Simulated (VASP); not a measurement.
Si:

```
Si
1.0
     2.67194    0.00000    0.00000
    -1.33597    2.31397    0.00000
     0.00000    0.00000    2.51473
Si
1
Direct
  0.00000 0.00000 0.00000
```

This cell differs from its parent crystal: volume scaled by 1.06.

Base run:

| Property | Result |
| --- | --- |
| Program | VASP 6.6.1 |
| Functional | PBEsol |
| Potentials or basis | VASP PAW PBE potentials, release 64 (Si) |
| Cutoff | 520 eV |
| k mesh | 12 × 12 × 11 |
| Occupations | fermi-dirac, width 0.05 eV |
| Spin | no spin polarisation |

Its results: band gap on the k mesh zero (band 2 reaches 16.39 eV, above the bottom of band 3 at 4.59 eV); pressure -5.4 GPa.

Q: The run is repeated on the same cell with these changes: functional from PBEsol to PBE. What comes out?

A: Band gap on the k mesh zero (band 2 reaches 16.42 eV, above the bottom of band 3 at 4.65 eV); pressure -3.2 GPa.

PBE binds less tightly than PBEsol, so the same cell stands under more pressure.

Caveats: the PAW data sets were made with another functional, which shifts forces and pressure a little (some runs).
